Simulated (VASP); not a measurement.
Input of a VASP 6.6.1 run:

INCAR

```
SYSTEM = SiGe
  ALGO = Normal
  EDIFF = 1E-6
  ENCUT = 520
  GGA = PS
  ISIF = 2
  ISMEAR = 0
  LASPH = .True.
  LCHARG = .False.
  LREAL = .False.
  LWAVE = .False.
  NBANDS = 26
  NELM = 80
  PREC = Accurate
  SIGMA = 0.02
```

File KPOINTS:

```
k-points
0
Gamma
  12 12 6
  0 0 0
```

Contents of POSCAR:

```
SiGe
1.0
    3.9044512986      0.0000000000      0.0000000000
   -1.9522256493      3.3813540124      0.0000000000
    0.0000000000      0.0000000000      6.4507830000
Si Ge
2 2
Direct
    0.6666666700      0.3333333300      0.8746070000
    0.3333333300      0.6666666700      0.3746070000
    0.6666666700      0.3333333300      0.5003920000
    0.3333333300      0.6666666700      0.0003920000
```

Potentials or basis: VASP PAW PBE potentials, release 64 (Si, Ge_d).

Run with:

```bash
$ cat potpaw_PBE.64/Si/POTCAR potpaw_PBE.64/Ge_d/POTCAR > POTCAR
$ mpirun -np 1 vasp_std > vasp.out
```

Q: Predict the pressure.

A: -0.3 GPa.

Q: Predict the largest force.

A: 0.010 eV/Å.

Q: What does it give for the band gap on the k mesh?

A: 0.35 eV, indirect (least direct gap 0.40 eV).

Forces in eV/Å, atoms in the order of the input:
```
Si   0.000  0.000 -0.010
Si   0.000  0.000 -0.010
Ge   0.000  0.000  0.010
Ge   0.000  0.000  0.010
```

Caveat: the PAW data sets were made with another functional, which shifts forces and pressure a little. A k mesh can miss the band edges.
